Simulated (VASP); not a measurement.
A run of VASP 6.6.1 is set up as follows.

Contents of INCAR:

```
PREC = Accurate
ENCUT = 520
EDIFF = 1E-7
ISMEAR = 0
SIGMA = 0.01
LREAL = False
LASPH = True
NELM = 80
ALGO = Normal
ISIF = 2
LWAVE = False
LCHARG = False
GGA = PE
NBANDS = 16
```

File KPOINTS:

```
regular mesh
0
Gamma
  6 6 6
```

File POSCAR:

```
CdS
1.0
    0.0000000000      2.8903416402      2.8903416402
    2.8903416402      0.0000000000      2.8903416402
    2.8903416402      2.8903416402      0.0000000000
Cd S
1 1
Direct
    0.0000000000      0.0000000000      0.0000000000
    0.2500000000      0.2500000000      0.2500000000
```

Potentials or basis: VASP PAW PBE potentials, release 64 (Cd, S).

Run with:

```bash
$ cat potpaw_PBE.64/Cd/POTCAR potpaw_PBE.64/S/POTCAR > POTCAR
$ mpirun -np 1 vasp_std > vasp.out
```

**Question.** Estimate the pressure.

**Answer.** 5.2 GPa.

**Question.** Predict the band gap on the k mesh.

**Answer.** 1.21 eV, direct.
